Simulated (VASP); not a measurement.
Input of a VASP 6.6.1 run:

File INCAR:

```
SYSTEM = Ir
ALGO = Normal ; EDIFF = 1E-6
ENCUT = 520 ; GGA = PS
ISIF = 2 ; ISMEAR = -1
LASPH = .TRUE. ; LCHARG = .FALSE.
LREAL = .FALSE. ; LWAVE = .FALSE.
NBANDS = 20 ; NELM = 60
PREC = Accurate ; SIGMA = 0.1
```

Contents of KPOINTS:

```
k-points
0
G
  11 11 15
  0 0 0
```

POSCAR

```
Ir
1.0
    4.3342820521      0.0000000000      0.0000000000
   -2.1671410260      3.7535983643      0.0000000000
    0.0000000000      0.0000000000      2.6734395900
Ir
3
Direct
    0.0000000000      0.0000000000      0.0000000000
    0.3333333333      0.6666666667      0.5000000000
    0.6666666667      0.3333333333      0.5000000000
```

Potentials or basis: VASP PAW PBE potentials, release 64 (Ir).

Command:

```sh
$ cat potpaw_PBE.64/Ir/POTCAR > POTCAR
$ mpirun -np 1 vasp_std > vasp.out
```

Task: What does it give for the pressure?

Result: 0.8 GPa.

Stress tensor (GPa, compression positive):
```
1.03 0.00 0.00
0.00 1.03 0.00
0.00 0.00 0.36
```

Caveat: the PAW data sets were made with another functional, which shifts forces and pressure a little.
